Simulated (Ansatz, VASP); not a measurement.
Zr: VASP beside Ansatz

INCAR

```
ALGO = Fast
EDIFF = 1E-7
EDIFFG = -0.01
ENCUT = 600
GGA = PS
IBRION = 2
ISIF = 3
ISMEAR = 0
LASPH = True
LCHARG = False
LREAL = False
LWAVE = False
NELM = 80
NSW = 100
PREC = Accurate
SIGMA = 0.1
```

File KPOINTS:

```
k-points
0
Gamma
  21 21 21
```

POSCAR

```
Zr
1.0
    1.5639932564      0.9029719276      2.6147988825
   -1.5639932564      0.9029719276      2.6147988825
    0.0000000000     -1.8059438552      2.6147988825
Zr
1
Direct
    0.5000000000      0.5000000000      0.5000000000
```

Input for Ansatz:

```yaml
crystal:
  lattice:
    - [1.5639932564, 0.9029719276, 2.6147988825]
    - [-1.5639932564, 0.9029719276, 2.6147988825]
    - [0.0, -1.8059438552, 2.6147988825]
  atoms:
    - { symbol: Zr, position: [0.5, 0.5, 0.5] }
basis:
  ecutwfc: 420
kpoints:
  mp_grid: { grid: [21, 21, 21] }
hamiltonian:
  xc: pbesol
scf:
  occupations: { method: gaussian, width: 0.1 }
output:
  forces: true
  stress: true
  eigenvalues: true
relax:
  adjacent_minimum: "off"
  f_tol: 0.01
  max_steps: 80
  cell: { stress_tol: 0.05 }
```

Alike in both runs: task relaxation of cell and atoms; functional PBEsol; k mesh 21 × 21 × 21; occupations gaussian, width 0.1 eV; no spin polarisation.

|  | VASP | Ansatz |
| --- | --- | --- |
| version | VASP 6.6.1 | Ansatz 0.2.0 |
| potentials or method | VASP PAW PBE potentials, release 64 (Zr_sv), cutoff 600 eV | scalar-relativistic, plane waves, PAW |
| valence electrons in the cell | 12 | 12 |

```tsv
	VASP	Ansatz	Ansatz less VASP
gap on the k mesh at the Fermi level, each at its own relaxed structure (eV)	none	none	-
relaxed volume (Å³/atom)	22.25	22.23	-0.023
relaxed length of the cell vector where the two differ most in proportion (Å)	3.157	3.156	-0.0009
```

VASP's potentials were made for PBE, not for PBEsol. A gap of «none» marks a metal or a gap that the smearing closes.
